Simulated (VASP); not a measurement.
Input of a VASP 6.6.1 run:

Contents of INCAR:

```
ALGO = Normal
EDIFF = 1E-7
ENCUT = 520
GGA = CA
ISIF = 2
ISMEAR = -1
LASPH = True
LCHARG = False
LREAL = False
LWAVE = False
NBANDS = 13
NELM = 60
PREC = Accurate
SIGMA = 0.05
```

Contents of KPOINTS:

```
k-points
0
Gamma
  9 9 9
```

Contents of POSCAR:

```
Se
1.0
    0.0000000000      2.9719609764      2.9719609764
    2.9719609764      0.0000000000      2.9719609764
    2.9719609764      2.9719609764      0.0000000000
Se
2
Direct
   -0.1250000000     -0.1250000000     -0.1250000000
    0.1250000000      0.1250000000      0.1250000000
```

Potentials or basis: VASP PAW LDA potentials, release 64 (Se).

Run with:

```sh
$ cat potpaw_LDA.64/Se/POTCAR > POTCAR
$ mpirun -np 1 vasp_std > vasp.out
```

What does it give for the band gap on the k mesh?

Zero (bands 6 and 7 overlap by 1.28 eV).

Estimate the pressure.

6.8 GPa.

Caveat: the cell stands under pressure.
